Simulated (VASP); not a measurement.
# Mg8HO8 (a cell with a defect) in VASP: single point with PBE

Aim: the single point of Mg8HO8 (a cell with a defect) with PBE.

Program: VASP 6.6.1. These are calculated values, not measurements. Logs are shortened: lines on timing, memory, paths and dates and some standing lists are left out, and cuts for length are marked.

### 1 The cell of the first run

The cell holds a defect, 17 atoms: a = 5.589 Å, b = 5.589 Å, c = 5.589 Å, α = 60.00°, β = 60.00°, γ = 60.00°.

### 2 Single point, PBE, collinear spin

The input, INCAR:

```
PREC = Accurate
ENCUT = 520
EDIFF = 1E-6
ISMEAR = -1
SIGMA = 0.05
LREAL = Auto
LASPH = True
NELM = 150
ALGO = Normal
ISIF = 2
LWAVE = False
LCHARG = False
ISPIN = 2
MAGMOM = 0 0 0 0 0 0 0 0 0 0 0 0 0 0 0 0 1
LORBIT = 11
GGA = PE
NBANDS = 50
```

The input, KPOINTS:

```
Automatic mesh
0
Gamma
  2 2 2
```

The input, POSCAR:

```
Mg8HO8
1.0
    0.0000000000      3.9520000000      3.9520000000
    3.9520000000      0.0000000000      3.9520000000
    3.9520000000      3.9520000000      0.0000000000
Mg O H
8 8 1
Direct
   -0.0001315265      0.0045110829     -0.0018227576
   -0.0006373076      0.0019730631      0.4996999492
   -0.0001392641      0.5004390123     -0.0017928837
   -0.0001722029      0.5004066622      0.5023181679
    0.5014242196      0.0019839027     -0.0023982414
    0.5014793170      0.0020364420      0.4997822016
    0.5039953075      0.5004242035     -0.0018443586
    0.5014442184      0.4998335260      0.4997299159
    0.2560544464      0.2361625868      0.2543126506
    0.2508773259      0.2515125661      0.7491843266
    0.2559807780      0.7564590025      0.2543343347
    0.2560366792      0.7565254247      0.7338907979
    0.7508908892      0.2514384870      0.2492134049
    0.7508851726      0.2514228846      0.7492126074
    0.7355482699      0.7565847483      0.2543512827
    0.7509662582      0.7514241683      0.7491879329
    0.1259183191      0.6264487372      0.1242164689
```

Potentials or basis: VASP PAW PBE potentials, release 64 (Mg, O, H).

Started as:

```
$ cat potpaw_PBE.64/Mg/POTCAR potpaw_PBE.64/O/POTCAR potpaw_PBE.64/H/POTCAR > POTCAR
$ mpirun -np 1 vasp_std > vasp.out
```

OUTCAR:

```text
PREC = Accurate
   ENCUT = 520
   EDIFF = 1E-6
   ISMEAR = -1
   LREAL = Auto
   LASPH = True
   NELM = 150
   ISIF = 2
   ISPIN = 2
   LORBIT = 11
   GGA = PE

 ion  position               nearest neighbor table
   1  1.000  0.005  0.998-  17 1.73  14 1.97  13 1.97  10 1.97  15 2.02  11 2.02  12 2.03   4 2.77
                             7 2.77   3 2.77   5 2.79   6 2.79   2 2.79   2 2.79   6 2.79   5 2.79
   2  0.999  0.002  0.500-  12 1.94  11 1.94   9 1.94  16 1.97  13 1.97  14 1.97   6 2.78   8 2.78
                             5 2.78   4 2.79   3 2.79   1 2.79   1 2.79   3 2.79   4 2.79   5 2.81
   3  1.000  0.500  0.998-  17 1.73  16 1.97  10 1.97  13 1.97  12 2.02  15 2.03   9 2.03   7 2.77
                             4 2.77   1 2.77   8 2.79   2 2.79   5 2.79   5 2.79   2 2.79   8 2.79
   4  1.000  0.500  0.502-  17 1.73  16 1.97  10 1.97  14 1.97  11 2.02  15 2.02   9 2.02   7 2.77
                             1 2.77   3 2.77   8 2.79   2 2.79   6 2.79   6 2.79   2 2.79   8 2.79
   5  0.501  0.002  0.998-  15 1.94   9 1.94  11 1.94  14 1.97  10 1.97  16 1.97   6 2.78   8 2.78
                             2 2.78   3 2.79   1 2.79   7 2.79   7 2.79   1 2.79   3 2.79   2 2.81
   6  0.501  0.002  0.500-  15 1.94   9 1.94  12 1.94  13 1.97  10 1.97  16 1.97   8 2.78   5 2.78
                             2 2.78   4 2.79   7 2.79   1 2.79   1 2.79   7 2.79   4 2.79   2 2.81
   7  0.504  0.500  0.998-  17 1.73  14 1.97  13 1.97  16 1.97   9 2.02  11 2.02  12 2.02   4 2.77
                             1 2.77   3 2.77   6 2.79   8 2.79   5 2.79   5 2.79   8 2.79   6 2.79
   8  0.501  0.500  0.500-  12 1.94  11 1.94  15 1.94  10 1.97  13 1.97  14 1.97   6 2.78   5 2.78
                             2 2.78   4 2.79   3 2.79   7 2.79   7 2.79   3 2.79   4 2.79   2 2.81
   9  0.256  0.236  0.254-   2 1.94   5 1.94   6 1.94   7 2.02   4 2.02   3 2.03
  10  0.251  0.252  0.749-   4 1.97   3 1.97   1 1.97   6 1.97   8 1.97   5 1.97
  11  0.256  0.756  0.254-   8 1.94   2 1.94   5 1.94   4 2.02   7 2.02   1 2.02
  12  0.256  0.757  0.734-   8 1.94   2 1.94   6 1.94   7 2.02   3 2.02   1 2.03
  13  0.751  0.251  0.249-   7 1.97   1 1.97   3 1.97   6 1.97   8 1.97   2 1.97
  14  0.751  0.251  0.749-   4 1.97   7 1.97   1 1.97   5 1.97   8 1.97   2 1.97
  15  0.736  0.757  0.254-   8 1.94   5 1.94   6 1.94   4 2.02   1 2.02   3 2.03
  16  0.751  0.751  0.749-   4 1.97   3 1.97   7 1.97   6 1.97   2 1.97   5 1.97
  17  0.126  0.626  0.124-   1 1.73   3 1.73   7 1.73   4 1.73

  LATTYP: Found a face centered cubic cell.
 ALAT       =     7.9040000000

  Lattice vectors:

 A1 = (   0.0000000000,   3.9520000000,   3.9520000000)
 A2 = (   3.9520000000,   0.0000000000,   3.9520000000)
 A3 = (   3.9520000000,   3.9520000000,   0.0000000000)

Analysis of symmetry for initial positions (statically):
=====================================================================
 Subroutine PRICEL returns:
 Original cell was already a primitive cell.

 Routine SETGRP: Setting up the symmetry group for a
 face centered cubic supercell.

 Subroutine GETGRP returns: Found  1 space group operations
 (whereof  1 operations were pure point group operations)
 out of a pool of 48 trial point group operations.

The static configuration has the point symmetry C_1 .

Analysis of symmetry for dynamics (positions and initial velocities):
=====================================================================
 Subroutine PRICEL returns:
 Original cell was already a primitive cell.

 Routine SETGRP: Setting up the symmetry group for a
 face centered cubic supercell.

 Subroutine GETGRP returns: Found  1 space group operations
 (whereof  1 operations were pure point group operations)
 out of a pool of 48 trial point group operations.

The dynamic configuration has the point symmetry C_1 .

Analysis of structural, dynamic, and magnetic symmetry:
=====================================================================
 Subroutine PRICEL returns:
 Original cell was already a primitive cell.

 Routine SETGRP: Setting up the symmetry group for a
 face centered cubic supercell.

 Subroutine GETGRP returns: Found  1 space group operations
 (whereof  1 operations were pure point group operations)
 out of a pool of 48 trial point group operations.

The overall configuration has the point symmetry C_1 .

 Subroutine INISYM returns: Found  1 space group operations
 (whereof  1 operations are pure point group operations),
 and found     1 'primitive' translations

----------------------------------------------------------------------------------------

                                     Primitive cell

  volume of cell :     123.4471

[... 96 lines left out ...]
   LNONCOLLINEAR =      F non collinear calculations
   LSORBIT =      F    spin-orbit coupling
   LASPH  =      T    aspherical Exc in radial PAW
   ENCUT  =  520.0 eV  38.22 Ry    6.18 a.u.  10.39 10.39 10.39*2*pi/ulx,y,z
   NELM   =    150;   NELMIN=  2; NELMDL= -5     # of ELM steps
   EDIFF  = 0.1E-05   stopping-criterion for ELM
   LREAL  =      T    real-space projection
   EDIFFG = 0.1E-04   stopping-criterion for IOM
   NSW    =      0    number of steps for IOM
   IBRION =     -1    ionic relax: 0-MD 1-quasi-New 2-CG
   NFREE  =      0    steps in history (QN), initial steepest desc. (CG)
   ISIF   =      2    stress and relaxation
   ISYM   =      2    0-nonsym 1-usesym 2-fastsym
   POTIM  = 0.5000    time-step for ionic-motion
   TEBEG  =    0.0;   TEEND  =   0.0 temperature during run
   PSTRESS=    0.0 pullay stress
   NELECT =      65.0000    total number of electrons
   NUPDOWN=      -1.0000    fix difference up-down
   EMIN   =  10.00;   EMAX   =-10.00  energy-range for DOS
   EFERMI =   0.00;   METHOD = LEGACY
   ISMEAR =    -1;   SIGMA  =   0.05  broadening in eV -4-tet -1-fermi 0-gaus
   EFERMI_NEDOS =   21; number of points for ismear=-14 and -15
   IALGO  =     38    algorithm
   IMIX   =      4    mixing-type and parameters
     AMIX     =   0.40;   BMIX     =  1.00
     AMIX_MAG =   1.60;   BMIX_MAG =  1.00
  volume/ion in A,a.u.               =       7.26        49.00
  Fermi-wavevector in a.u.,A,eV,Ry     =   1.321962  2.498146 23.777322  1.747584
  Thomas-Fermi vector in A             =   2.451678
   LORBIT       =     11    0 simple, 1 ext, 2 COOP (PROOUT), +10 PAW based schemes
   GGA     = PE    functional components
   LHFCALC =     F    Hartree Fock is set to
   AEXX    =    0.0000 exact exchange contribution
   IVDW    =     0    specifies the selected vdW correction
   LEPSILON=     F    determine dielectric tensor
   LRPA    =     F    only Hartree local field effects (RPA)
 spin polarized calculation
  energy-cutoff  :      520.00
  volume of cell :      123.45
 maximum number of plane-waves:      3316
 NGX is ok and might be reduce to    42
   NGX = 21   NGY = 21   NGZ = 21

 number of electron      65.0000011 magnetization       0.7504867

 Free energy of the ion-electron system (eV)
  ---------------------------------------------------
  ext. energy  EPLUGINS =         0.00000000
  ---------------------------------------------------
  free energy    TOTEN  =       -89.32028861 eV

  energy without entropy =      -89.30832154  energy(sigma->0) =      -89.31430508

 E-fermi :   8.8680     XC(G=0): -12.1147

 val. band max:        8.8334937950   @ k =   0.5000   0.0000   0.5000
 cond. band min:       9.6156091300   @ k =   0.5000   0.5000   0.5000
 fundamental gap:      0.7821153350
 Fermi energy:         8.8679815156

 spin component 1

 k-point     1 :       0.0000    0.0000    0.0000
  band No.  band energies     occupation
      1     -13.6201      1.00000
      2     -11.8026      1.00000
      3     -11.7193      1.00000
      4     -11.7192      1.00000
      5     -11.7190      1.00000
      6     -11.3850      1.00000
[... 365 lines left out ...]
     43      17.7592      0.00000
     44      17.7861      0.00000
 Fermi energy:         8.8679815156

 spin component 2

 k-point     1 :       0.0000    0.0000    0.0000
  band No.  band energies     occupation
      1     -13.5484      1.00000
      2     -11.7144      1.00000
      3     -11.6879      1.00000
      4     -11.6878      1.00000
      5     -11.6877      1.00000
      6     -11.2825      1.00000
[... 365 lines left out ...]
     43      17.7774      0.00000
     44      17.7992      0.00000
 [bands above 44 left out]

------------------------ aborting loop because EDIFF is reached ----------------------------------------

  FORCE on cell =-STRESS in cart. coord.  units (eV):
  Direction    XX          YY          ZZ          XY          YZ          ZX
  --------------------------------------------------------------------------------------
  -------------------------------------------------------------------------------------
  Total       46.9477307     46.9497933     46.9315943     -0.0005294      0.0009348     -0.0044023
  in kB      609.3185274    609.3452976    609.1090987     -0.0068708      0.0121328     -0.0571353
  external PRESSURE =     609.2576412 kB  Pullay stress =       0.0000000 kB

 VOLUME and BASIS-vectors are now :
 -----------------------------------------------------------------------------
  energy-cutoff  :      520.00
  volume of cell :      123.45
      direct lattice vectors                 reciprocal lattice vectors
     0.000000000  3.952000000  3.952000000    -0.126518219  0.126518219  0.126518219
     3.952000000  0.000000000  3.952000000     0.126518219 -0.126518219  0.126518219
     3.952000000  3.952000000  0.000000000     0.126518219  0.126518219 -0.126518219

 POSITION                                       TOTAL-FORCE (eV/Angst)
 -----------------------------------------------------------------------------------
      3.96262      7.89628      3.96931        -0.010769      0.011420     -0.009849
      1.98261      5.92430      3.95728        -0.007535      0.008979      0.009872
      5.92265      7.89636      5.92918         0.011000      0.012873      0.013473
      3.96277      5.93648      5.92893        -0.012778     -0.011574      0.014711
      3.95036      5.92415      1.98947         0.009279      0.010068     -0.009180
      1.98319      3.95699      1.98989        -0.012740     -0.012520     -0.014750
[... 9 lines left out ...]
      5.93042      5.92861      5.93745        -0.004404      0.006615     -0.014548
      2.96663      0.98853      2.97335        -0.000140     -0.001386     -0.001559
 -----------------------------------------------------------------------------------
    total drift:                               -0.003328     -0.002738     -0.002817

  FREE ENERGIE OF THE ION-ELECTRON SYSTEM (eV)
  ---------------------------------------------------
  free  energy   TOTEN  =       -89.3202886119 eV

  energy  without entropy=      -89.3083215410  energy(sigma->0) =      -89.31430508

 total charge

# of ion       s       p       d       tot
------------------------------------------
    1        0.179   0.252   0.130   0.561
    2        0.185   0.263   0.136   0.584
    3        0.179   0.252   0.130   0.561
    4        0.179   0.252   0.130   0.561
    5        0.185   0.263   0.136   0.584
    6        0.185   0.263   0.136   0.584
[... 9 lines left out ...]
   16        1.549   3.691   0.000   5.239
   17        0.610   0.027   0.000   0.637
--------------------------------------------------
tot         14.503  31.496   1.065  47.064

 magnetization (x)

# of ion       s       p       d       tot
------------------------------------------
    1       -0.000   0.001   0.004   0.005
    2        0.000   0.001   0.001   0.003
    3       -0.000   0.001   0.004   0.005
    4       -0.000   0.001   0.004   0.005
    5        0.000   0.001   0.001   0.002
    6        0.000   0.001   0.001   0.002
[... 9 lines left out ...]
   16       -0.000  -0.001   0.000  -0.001
   17        0.237   0.002   0.000   0.239
--------------------------------------------------
tot          0.266   0.293   0.020   0.579
```

Wall time 7.4 min (1 thread of Intel Xeon 8259CL, shared host); peak memory 0.35 GiB.

Results:

* Free energy: -89.3203 eV
* Pressure: 60.9 GPa
* Largest force: 0.023 eV/Å
* Net moment: 0.75 μB per cell
* Site moments: Mg +0.01, +0.00 (each value once); O +0.08, -0.00 (each value once); H +0.24 μB
* Valence electrons inside the program's atomic spheres: Mg 0.56, 0.58 (each value once); O 5.22, 5.24 (each value once); H 0.64

Forces in eV/Å, atoms in the order of the input:
```
Mg  -0.011  0.011 -0.010
Mg  -0.008  0.009  0.010
Mg   0.011  0.013  0.013
Mg  -0.013 -0.012  0.015
Mg   0.009  0.010 -0.009
Mg  -0.013 -0.013 -0.015
Mg   0.012 -0.011 -0.012
Mg   0.012 -0.008  0.012
O    0.005 -0.009  0.002
O    0.006 -0.003 -0.018
O   -0.002 -0.007  0.006
O    0.008  0.005 -0.001
O   -0.010 -0.006  0.010
O    0.006  0.009  0.007
O   -0.009  0.006  0.006
O   -0.004  0.007 -0.015
H    0.000 -0.001 -0.002
```

Caveat: the k points lie up to 0.69 Å⁻¹ apart; a moment this small can come from the mesh or the smearing.
